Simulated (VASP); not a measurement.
# Ir (Fm-3m) in VASP: a series of runs, part 2 of 2

VASP 6.6.1. The steps go on from the part before.

## 3. Single point, r2SCAN (13.35 Å³/atom)

This run uses another cell than the first one, of 13.35 Å³/atom.

File POSCAR:

```
Ir
1.0
    0.0000000000      1.8828426517      1.8828426517
    1.8828426517      0.0000000000      1.8828426517
    1.8828426517      1.8828426517      0.0000000000
Ir
1
Direct
    0.0000000000      0.0000000000      0.0000000000
```

File INCAR.step1:

```
SYSTEM = Ir
  ALGO = Normal
  EDIFF = 1E-5
  ENCUT = 620
  GGA = PE
  GGA_COMPAT = .FALSE.
  ISMEAR = 0
  LASPH = .TRUE.
  LCHARG = .FALSE.
  LREAL = .FALSE.
  LWAVE = .TRUE.
  NBANDS = 14
  NELM = 120
  PREC = Accurate
  SIGMA = 0.1
```

File INCAR.step2:

```
SYSTEM = Ir
  ALGO = Normal
  EDIFF = 1E-6
  ENCUT = 620
  GGA_COMPAT = .FALSE.
  ISIF = 2
  ISMEAR = 0
  ISTART = 1
  LASPH = .TRUE.
  LCHARG = .FALSE.
  LMIXTAU = .TRUE.
  LREAL = .FALSE.
  LWAVE = .FALSE.
  METAGGA = R2SCAN
  NBANDS = 14
  NELM = 120
  PREC = Accurate
  SIGMA = 0.1
```

File KPOINTS:

```
k-points
0
G
  18 18 18
  0 0 0
```

Potentials or basis: VASP PAW PBE potentials, release 64 (Ir_sv_GW).

Run with:

```console
$ cat potpaw_PBE.64/Ir_sv_GW/POTCAR > POTCAR
$ cp INCAR.step1 INCAR
$ mpirun -np 1 vasp_std > vasp.out
$ cp INCAR.step2 INCAR
$ mpirun -np 1 vasp_std > vasp.out
```

OUTCAR:

```text
SYSTEM = Ir
   EDIFF = 1E-6
   ENCUT = 620
   ISIF = 2
   ISMEAR = 0
   ISTART = 1
   LASPH = .TRUE.
   LREAL = .FALSE.
   METAGGA = R2SCAN
   NELM = 120
   PREC = Accurate

 ion  position               nearest neighbor table
   1  0.000  0.000  0.000-

  LATTYP: Found a face centered cubic cell.
 ALAT       =     3.7656853034

  Lattice vectors:

 A1 = (   0.0000000000,   1.8828426517,   1.8828426517)
 A2 = (   1.8828426517,   0.0000000000,   1.8828426517)
 A3 = (   1.8828426517,   1.8828426517,   0.0000000000)

Analysis of symmetry for initial positions (statically):
=====================================================================
 Subroutine PRICEL returns:
 Original cell was already a primitive cell.

 Routine SETGRP: Setting up the symmetry group for a
 face centered cubic supercell.

 Subroutine GETGRP returns: Found 48 space group operations
 (whereof 48 operations were pure point group operations)
 out of a pool of 48 trial point group operations.

The static configuration has the point symmetry O_h .

Analysis of symmetry for dynamics (positions and initial velocities):
=====================================================================
 Subroutine PRICEL returns:
 Original cell was already a primitive cell.

 Routine SETGRP: Setting up the symmetry group for a
 face centered cubic supercell.

 Subroutine GETGRP returns: Found 48 space group operations
 (whereof 48 operations were pure point group operations)
 out of a pool of 48 trial point group operations.

The dynamic configuration has the point symmetry O_h .

 Subroutine INISYM returns: Found 48 space group operations
 (whereof 48 operations are pure point group operations),
 and found     1 'primitive' translations

----------------------------------------------------------------------------------------

                                     Primitive cell

[... 109 lines left out ...]
  volume/ion in A,a.u.               =      13.35        90.09
  Fermi-wavevector in a.u.,A,eV,Ry     =   1.774464  3.353250 42.840954  3.148721
  Thomas-Fermi vector in A             =   2.840452
   LORBIT       =      0    0 simple, 1 ext, 2 COOP (PROOUT), +10 PAW based schemes
   METAGGA = R2SCAN    functional components
   LHFCALC =     F    Hartree Fock is set to
   AEXX    =    0.0000 exact exchange contribution
   IVDW    =     0    specifies the selected vdW correction
   LEPSILON=     F    determine dielectric tensor
   LRPA    =     F    only Hartree local field effects (RPA)
 non-spin polarized calculation
 Gauss-broadening in eV      SIGMA  =   0.10
  energy-cutoff  :      620.00
  volume of cell :       13.35
 maximum number of plane-waves:       489
 NGX is ok and might be reduce to    24
   NGX = 11   NGY = 11   NGZ = 11

 number of electron      17.0000000 magnetization

 Free energy of the ion-electron system (eV)
  ---------------------------------------------------
  ext. energy  EPLUGINS =         0.00000000
  ---------------------------------------------------
  free energy    TOTEN  =       -52.84509308 eV

  energy without entropy =      -52.84078911  energy(sigma->0) =      -52.84294110

 E-fermi :  13.8742     XC(G=0): -16.3346

 val. band max:       13.8707714220   @ k =   0.5000   0.2222   0.1111
 cond. band min:      13.8782225767   @ k =  -0.3333   0.3333   0.0000
 fundamental gap:      0.0074511547
 Fermi energy:        13.8741618912

 k-point     1 :       0.0000    0.0000    0.0000
  band No.  band energies     occupation
      1     -81.4203      2.00000
      2     -37.1406      2.00000
      3     -37.1406      2.00000
      4     -37.1406      2.00000
      5       1.6843      2.00000
      6       9.4594      2.00000
      7       9.4594      2.00000
      8       9.4594      2.00000
      9      12.4355      2.00000
     10      12.4355      2.00000
     11      27.8873      0.00000
     12      34.0281      0.00000
     13      34.0281      0.00000
     14      34.0281      0.00000
[... 377 lines left out ...]
      1     -81.3734      2.00000
      2     -37.6452      2.00000
      3     -37.2437      2.00000
      4     -37.1983      2.00000
      5       4.1015      2.00000
      6       8.7129      2.00000
      7       9.9471      2.00000
      8      10.0480      2.00000
      9      12.1065      2.00000
     10      13.0953      2.00000
     11      28.5983      0.00000
     12      31.3398      0.00000
     13      37.0297      0.00000
     14      38.4410      0.00000

 [... further k-points ...]
[... 5 lines left out ...]
  --------------------------------------------------------------------------------------
  -------------------------------------------------------------------------------------
  Total        2.1923337      2.1923337      2.1923337      0.0000000      0.0000000      0.0000000
  in kB      263.1147271    263.1147271    263.1147271      0.0000000      0.0000000      0.0000000
  external PRESSURE =     263.1147271 kB  Pullay stress =       0.0000000 kB

 VOLUME and BASIS-vectors are now :
 -----------------------------------------------------------------------------
  energy-cutoff  :      620.00
  volume of cell :       13.35
      direct lattice vectors                 reciprocal lattice vectors
     0.000000000  1.882842652  1.882842652    -0.265555913  0.265555913  0.265555913
     1.882842652  0.000000000  1.882842652     0.265555913 -0.265555913  0.265555913
     1.882842652  1.882842652  0.000000000     0.265555913  0.265555913 -0.265555913

 POSITION                                       TOTAL-FORCE (eV/Angst)
 -----------------------------------------------------------------------------------
      0.00000      0.00000      0.00000         0.000000      0.000000      0.000000
 -----------------------------------------------------------------------------------
    total drift:                                0.000000      0.000000     -0.000000

  FREE ENERGIE OF THE ION-ELECTRON SYSTEM (eV)
  ---------------------------------------------------
  free  energy   TOTEN  =       -52.8450930840 eV

  energy  without entropy=      -52.8407891063  energy(sigma->0) =      -52.84294110
```

OUTCAR.step1:

```text
SYSTEM = Ir
   EDIFF = 1E-5
   ENCUT = 620
   GGA = PE
   ISMEAR = 0
   LASPH = .TRUE.
[... 626 lines left out ...]
 -----------------------------------------------------------------------------------
      0.00000      0.00000      0.00000         0.000000      0.000000      0.000000
 -----------------------------------------------------------------------------------
    total drift:                                0.000000      0.000000      0.000000

  FREE ENERGIE OF THE ION-ELECTRON SYSTEM (eV)
  ---------------------------------------------------
  free  energy   TOTEN  =        -9.3099931127 eV

  energy  without entropy=       -9.3054702817  energy(sigma->0) =       -9.30773170
```

OSZICAR.step1:

```text
N       E                     dE             d eps       ncg     rms          rms(c)
DAV:   1     0.131917217642E+03    0.13192E+03   -0.12587E+04  5532   0.145E+03
DAV:   2    -0.825255284167E+01   -0.14017E+03   -0.13458E+03  6882   0.435E+02
DAV:   3    -0.102927793098E+02   -0.20402E+01   -0.20344E+01  6072   0.498E+01
DAV:   4    -0.102960859522E+02   -0.33066E-02   -0.33066E-02  6414   0.244E+00
DAV:   5    -0.102960933229E+02   -0.73707E-05   -0.73722E-05  6090   0.111E-01    0.729E+01
DAV:   6    -0.940498070783E+01    0.89111E+00   -0.11453E+00  5778   0.118E+01    0.395E+01
DAV:   7    -0.932616808241E+01    0.78813E-01   -0.41644E-01  6192   0.673E+00    0.623E+00
DAV:   8    -0.931007788625E+01    0.16090E-01   -0.59033E-02  5490   0.308E+00    0.511E-01
DAV:   9    -0.931008173271E+01   -0.38465E-05   -0.75941E-04  6180   0.331E-01    0.301E-01
DAV:  10    -0.930999188317E+01    0.89850E-04   -0.12932E-04  5910   0.169E-01    0.222E-01
DAV:  11    -0.930999311269E+01   -0.12295E-05   -0.51630E-06  2916   0.303E-02
   1 F= -.93099931E+01 E0= -.93077317E+01  d E =-.452283E-02
```

Run time: 100 s. Hardware: 1 thread of Intel Xeon Platinum 8559C (Emerald Rapids), shared host; peak memory 0.19 GiB.

Results:

| Item | Value |
| --- | --- |
| Free energy | -52.8451 eV |
| Pressure | 26.3 GPa |
| Band gap on the k mesh | zero (an odd number of electrons rules out a gap without spin polarisation) |

Caveat: the cell stands under pressure; the PAW data sets were made with another functional, which shifts forces and pressure a little; spin-orbit coupling is left out, which moves the levels of the heavy elements.

## 4. Single point, r2SCAN (14.63 Å³/atom)

This run uses another cell than the first one, of 14.63 Å³/atom.

File POSCAR:

```
Ir
1.0
    0.0000000000      1.9411115100      1.9411115100
    1.9411115100      0.0000000000      1.9411115100
    1.9411115100      1.9411115100      0.0000000000
Ir
1
Direct
    0.0000000000      0.0000000000      0.0000000000
```

INCAR.step1 is that of step 3.

INCAR.step2 is that of step 3.

KPOINTS is that of step 3.

Run with:

```console
$ cat potpaw_PBE.64/Ir_sv_GW/POTCAR > POTCAR
$ cp INCAR.step1 INCAR
$ mpirun -np 1 vasp_std > vasp.out
$ cp INCAR.step2 INCAR
$ mpirun -np 1 vasp_std > vasp.out
```

Run time: 67 s. Hardware: 1 thread of Intel Xeon 6975P-C (Granite Rapids), shared host; peak memory 0.19 GiB.

It converged, with:

```
Free energy            : -52.8972 eV
Pressure               : -11.2 GPa
Band gap on the k mesh : zero (an odd number of electrons rules out a gap without spin polarisation)
```

Levels at points of the mesh, in eV from the Fermi level:
| k point | band 5 | band 6 | band 7 | band 8 | band 9 | band 10 | band 11 | band 12 |
| --- | --- | --- | --- | --- | --- | --- | --- | --- |
| (0.00, 0.00, 0.00) | -11.17 | -3.83 | -3.83 | -3.83 | -1.27 | -1.27 | 14.33 | 19.94 |
| (0.50, 0.00, 0.00) | -8.08 | -3.98 | -3.98 | -0.65 | 0.85 | 0.85 | 7.32 | 14.08 |
| (0.50, 0.50, 0.00) | -7.84 | -7.28 | 0.75 | 1.45 | 1.45 | 1.72 | 10.62 | 11.87 |

Caveat: the cell stands under tension; the PAW data sets were made with another functional, which shifts forces and pressure a little; spin-orbit coupling is left out, which moves the levels of the heavy elements.

## 5. Single point, r2SCAN (13.78 Å³/atom)

This run uses another cell than the first one, of 13.78 Å³/atom.

File POSCAR:

```
Ir
1.0
    0.0000000000      1.9026635047      1.9026635047
    1.9026635047      0.0000000000      1.9026635047
    1.9026635047      1.9026635047      0.0000000000
Ir
1
Direct
    0.0000000000      0.0000000000      0.0000000000
```

File INCAR.step1:

```
PREC = Accurate
ENCUT = 620
ISMEAR = 0
SIGMA = 0.1
LREAL = F
LASPH = T
NELM = 120
NBANDS = 14
GGA = PE
ALGO = Normal
EDIFF = 1E-5
LWAVE = T
LCHARG = F
GGA_COMPAT = F
```

File INCAR.step2:

```
PREC = Accurate
ENCUT = 620
EDIFF = 1E-6
ISMEAR = 0
SIGMA = 0.1
LREAL = F
LASPH = T
NELM = 120
ALGO = Normal
ISIF = 2
LWAVE = F
LCHARG = T
METAGGA = R2SCAN
LMIXTAU = T
LELF = T
LVHAR = T
NBANDS = 14
ISTART = 1
GGA_COMPAT = F
```

File KPOINTS:

```
regular mesh
0
Gamma
  18 18 18
```

Run with:

```console
$ cat potpaw_PBE.64/Ir_sv_GW/POTCAR > POTCAR
$ cp INCAR.step1 INCAR
$ mpirun -np 1 vasp_std > vasp.out
$ cp INCAR.step2 INCAR
$ mpirun -np 1 vasp_std > vasp.out
```

Wall time 64 s (1 thread of Intel Xeon 6975P-C (Granite Rapids), shared host); peak memory 0.19 GiB.

The run converged. Its results:

- Free energy: -52.8966 eV
- Pressure: 11.5 GPa
- Band gap on the k mesh: zero (an odd number of electrons rules out a gap without spin polarisation)

Levels at points of the mesh, in eV from the Fermi level:
```csv
k point,band 5,band 6,band 7,band 8,band 9,band 10,band 11,band 12
"(0.00, 0.00, 0.00)",-11.84,-4.21,-4.21,-4.21,-1.38,-1.38,14.13,20.09
"(0.50, 0.00, 0.00)",-8.73,-4.37,-4.37,-0.80,0.95,0.95,7.95,13.90
"(0.50, 0.50, 0.00)",-8.56,-7.96,0.85,1.61,1.61,1.72,11.48,12.14
```

Caveat: the cell stands under pressure; the PAW data sets were made with another functional, which shifts forces and pressure a little; spin-orbit coupling is left out, which moves the levels of the heavy elements.

## 6. Single point, r2SCAN

This run uses another cell than the first one, of 14.20 Å³/atom.

File POSCAR:

```
Ir
1.0
    0.0000000000      1.9220797794      1.9220797794
    1.9220797794      0.0000000000      1.9220797794
    1.9220797794      1.9220797794      0.0000000000
Ir
1
Direct
    0.0000000000      0.0000000000      0.0000000000
```

File INCAR.step1:

```
PREC     = Accurate       # precision mode
ENCUT    = 620            # plane-wave cutoff, eV
ISMEAR   = 0              # smearing method
SIGMA    = 0.1            # smearing width, eV
LREAL    = F              # projectors in reciprocal space
LASPH    = T              # aspherical terms in the spheres
NELM     = 120            # most SCF steps
NBANDS   = 14             # bands
GGA      = PE             # functional
ALGO     = Normal         # electronic algorithm
EDIFF    = 1E-5           # SCF threshold, eV
LWAVE    = T              # write WAVECAR
LCHARG   = F              # write CHGCAR
GGA_COMPAT= F
```

File INCAR.step2:

```
PREC     = Accurate       # precision mode
ENCUT    = 620            # plane-wave cutoff, eV
EDIFF    = 1E-6           # SCF threshold, eV
ISMEAR   = 0              # smearing method
SIGMA    = 0.1            # smearing width, eV
LREAL    = F              # projectors in reciprocal space
LASPH    = T              # aspherical terms in the spheres
NELM     = 120            # most SCF steps
ALGO     = Normal         # electronic algorithm
ISIF     = 2              # what is computed and relaxed
LWAVE    = F              # write WAVECAR
LCHARG   = F              # write CHGCAR
METAGGA  = R2SCAN         # meta-GGA
LMIXTAU  = T            
NBANDS   = 14             # bands
ISTART   = 1            
GGA_COMPAT= F
```

KPOINTS is that of step 5.

Potentials or basis: VASP PAW PBE potentials, release 64 (Ir_sv_GW).

Run with:

```console
$ cat potpaw_PBE.64/Ir_sv_GW/POTCAR > POTCAR
$ cp INCAR.step1 INCAR
$ mpirun -np 1 vasp_std > vasp.out
$ cp INCAR.step2 INCAR
$ mpirun -np 1 vasp_std > vasp.out
```

Run time: 2.2 min. Hardware: 1 thread of AMD EPYC 9R45 (Zen 5), shared host; peak memory 0.16 GiB.

The run converged. Its results:

```
Free energy            : -52.9120 eV
Pressure               : -0.9 GPa
Band gap on the k mesh : zero (an odd number of electrons rules out a gap without spin polarisation)
```

Levels at points of the mesh, in eV from the Fermi level:
```
           k point  band 5  band 6  band 7  band 8  band 9  band 10  band 11  band 12
(0.00, 0.00, 0.00)  -11.50   -4.01   -4.01   -4.01   -1.32    -1.32    14.24    20.01
(0.50, 0.00, 0.00)   -8.40   -4.17   -4.17   -0.73    0.89     0.89     7.62    13.99
(0.50, 0.50, 0.00)   -8.19   -7.61    0.80    1.53    1.53     1.72    11.03    12.00
```

Caveat: the PAW data sets were made with another functional, which shifts forces and pressure a little; spin-orbit coupling is left out, which moves the levels of the heavy elements.

## 7. Overview

| cell | gap on the mesh (eV) | pressure (GPa) |
| --- | --- | --- |
| a = 2.772 Å, angles 60.0°, 1 atom | none | -19.8 |
| a = 2.663 Å, angles 60.0°, 1 atom | none | 26.3 |
| a = 2.745 Å, angles 60.0°, 1 atom | none | -11.2 |
| a = 2.691 Å, angles 60.0°, 1 atom | none | 11.5 |
| a = 2.718 Å, angles 60.0°, 1 atom | none | -0.9 |

Alike in all rows: task single point; level r2SCAN; potentials or basis VASP PAW PBE potentials, release 64 (Ir_sv_GW); no spin polarisation; k mesh 18 × 18 × 18; cutoff (eV) 620; smearing gaussian 0.1 eV.

Caveats: the PAW data sets were made with another functional, which shifts forces and pressure a little; spin-orbit coupling is left out, which moves the levels of the heavy elements; the cell stands under tension (at least some runs); the cell stands under pressure (at least some runs).

Absolute energies hang on the potentials; compare differences alone.

The gap in the log of VASP goes by the Fermi energy; the results here count the filled bands.